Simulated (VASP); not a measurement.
# AlN: single point with PBE

The system is AlN.

```
Al N
1.0
     2.85578    0.00000    0.00000
    -1.42789    2.47318    0.00000
     0.00000    0.00000    4.88267
Al N
2 2
Direct
  0.00000 0.00000 0.00000
  0.00000 0.00000 0.50000
  0.33333 0.66667 0.25000
  0.66667 0.33333 0.75000
```

- Program: VASP 6.6.1
- Task: single point
- Functional: PBE
- Potentials or basis: VASP PAW PBE potentials, release 64 (Al, N)
- Cutoff: 520 eV
- k mesh: 6 × 6 × 4
- Occupations: gaussian, width 0.1 eV
- Spin: no spin polarisation
- Dipole correction: no
- Further INCAR settings: ALGO = Normal; EDIFF = 1e-07; NBANDS = 16

* Pressure: -0.3 GPa
* Band gap on the k mesh: 4.81 eV, indirect (least direct gap 4.83 eV)

Stress tensor (GPa, compression positive):
```
-0.23  0.00  0.00
 0.00 -0.23  0.00
 0.00  0.00 -0.38
```

Levels at points of the mesh, in eV from the valence-band top:
| k point | band 5 | band 6 | band 7 | band 8 | band 9 | band 10 | band 11 | band 12 |
| --- | --- | --- | --- | --- | --- | --- | --- | --- |
| (0.00, 0.00, 0.00) | -0.81 | -0.55 | 0.00 | 0.00 | 4.83 | 6.20 | 8.93 | 12.11 |
| (0.50, 0.00, 0.00) | -4.94 | -3.00 | -2.50 | -1.05 | 5.33 | 6.17 | 6.46 | 10.64 |
| (0.00, 0.00, 0.50) | -0.42 | -0.42 | -0.42 | -0.42 | 6.39 | 6.39 | 10.21 | 10.21 |
| (0.50, 0.00, 0.50) | -2.62 | -2.62 | -1.86 | -1.86 | 5.46 | 5.46 | 7.08 | 7.08 |

Wall time 8.8 s on 1 thread of Intel Xeon 6975P-C (shared host), peak memory 0.15 GiB.

Caveat: the k points lie up to 0.42 Å⁻¹ apart. A k mesh can miss the band edges.
